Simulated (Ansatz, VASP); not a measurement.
# Two plane-wave programs on MoH2

```xyz
6
Lattice="0.0000 2.8836 2.8836 2.8836 0.0000 2.8836 2.8836 2.8836 0.0000" Properties=species:S:1:pos:R:3 pbc="T T T"
H     0.7209    2.1627    2.1627
H     2.1627    2.1627    0.7209
H     2.1627    0.7209    2.1627
H     0.7209    0.7209    0.7209
Mo    2.8836    2.8836    2.8836
Mo    4.3254    4.3254    4.3254
```

Change from the starting cell: species swapped into the TbFe2 type (Fd-3m, No. 227).

Alike in both runs: functional PBE; k mesh 6 × 6 × 6; occupations gaussian, width 0.1 eV; no spin polarisation.

Ansatz relaxed the structure, and its values are those at the end. VASP's run is a single point on that final structure, the one shown.

|  | VASP | Ansatz |
| --- | --- | --- |
| version | VASP 6.6.1 | Ansatz 0.2.0 |
| potentials or method | VASP PAW PBE potentials, release 64 (H, Mo_sv), cutoff 520 eV | scalar-relativistic, plane waves, PAW |
| valence electrons in the cell | 32 | 32 |

|  | VASP | Ansatz | Ansatz less VASP |
| --- | --- | --- | --- |
| gap on the k mesh at the Fermi level (eV) | none | none | - |
| pressure (GPa) | 0.2 | -0.1 | -0.29 |

A gap of «none» marks a metal or a gap that the smearing closes.
